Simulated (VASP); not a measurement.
Crystal: Cl.

```xyz
4
Lattice="3.1450 -2.2500 0.0000 3.1450 2.2500 0.0000 0.0000 0.0000 8.2100" Properties=species:S:1:pos:R:3 pbc="T T T"
Cl    3.1450    0.5850    3.2840
Cl    3.1450    1.6650    7.3890
Cl    3.1450   -0.5850    4.9260
Cl    3.1450   -1.6650    0.8210
```

* Program: VASP 6.6.1
* Task: relaxation of cell and atoms
* Functional: PBEsol
* Potentials or basis: VASP PAW PBE potentials, release 64 (Cl)
* Cutoff: 600 eV
* k mesh: 7 × 7 × 4
* Occupations: fermi-dirac, width 0.05 eV
* Spin: no spin polarisation

At the start: pressure -1.1 GPa; volume 29.05 Å³/atom.

**Question.** How do energy, volume and symmetry change on relaxing?

**Answer.** Over 43 steps the energy falls by 23.5 meV/atom and the volume is 26.80 Å³/atom (-7.7 %); space group Cmce (No. 64, to 0.1 Å) before and after.

The path:
| step | energy change (eV) | largest force (eV/Å) | pressure (GPa) | volume (Å³) |
| --- | --- | --- | --- | --- |
| 1 | 0.0000 | 0.3077 | -1.11 | 116.19 |
| 3 | -0.0134 | 0.1855 | -0.18 | 114.72 |
| 5 | -0.0420 | 0.1659 | -0.13 | 111.25 |
| 7 | 0.0591 | 0.3994 | 3.26 | 95.95 |
| 9 | -0.0744 | 0.0603 | 0.16 | 105.19 |
| 11 | -0.0756 | 0.0394 | -0.03 | 105.07 |
| 13 | -0.0801 | 0.0599 | 0.01 | 104.67 |
| 15 | -0.0863 | 0.0481 | 0.34 | 104.37 |
| 17 | -0.0875 | 0.0994 | 0.42 | 104.72 |
| 19 | -0.0913 | 0.0495 | 0.04 | 106.54 |
| 21 | -0.0914 | 0.0396 | -0.01 | 106.60 |
| 23 | -0.0918 | 0.0363 | -0.08 | 106.53 |
| 25 | -0.0923 | 0.0221 | 0.12 | 106.07 |
| 27 | -0.0924 | 0.0055 | 0.06 | 106.14 |
| 29 | -0.0926 | 0.0185 | 0.03 | 106.18 |
| 31 | -0.0934 | 0.0174 | 0.11 | 106.51 |
| 33 | -0.0936 | 0.0529 | 0.18 | 106.98 |
| 35 | -0.0938 | 0.0230 | 0.07 | 107.33 |
| 37 | -0.0939 | 0.0210 | 0.05 | 107.35 |
| 39 | -0.0940 | 0.0173 | 0.01 | 107.32 |
| 41 | -0.0940 | 0.0235 | -0.03 | 107.30 |
| 43 | -0.0941 | 0.0068 | 0.01 | 107.21 |

Final structure:
```
CELL_PARAMETERS angstrom
3.40911 -1.96271 0.00000
3.40911 1.96271 0.00000
0.00000 0.00000 8.01174
ATOMIC_POSITIONS crystal
Cl 0.37544 0.62456 0.38967
Cl 0.12456 0.87544 0.88967
Cl 0.62456 0.37544 0.61033
Cl 0.87544 0.12456 0.11033
```

Caveat: this functional lacks dispersion, which holds the molecules together, so the pressure and a relaxed volume are unreliable; the PAW data sets were made with another functional, which shifts forces and pressure a little.
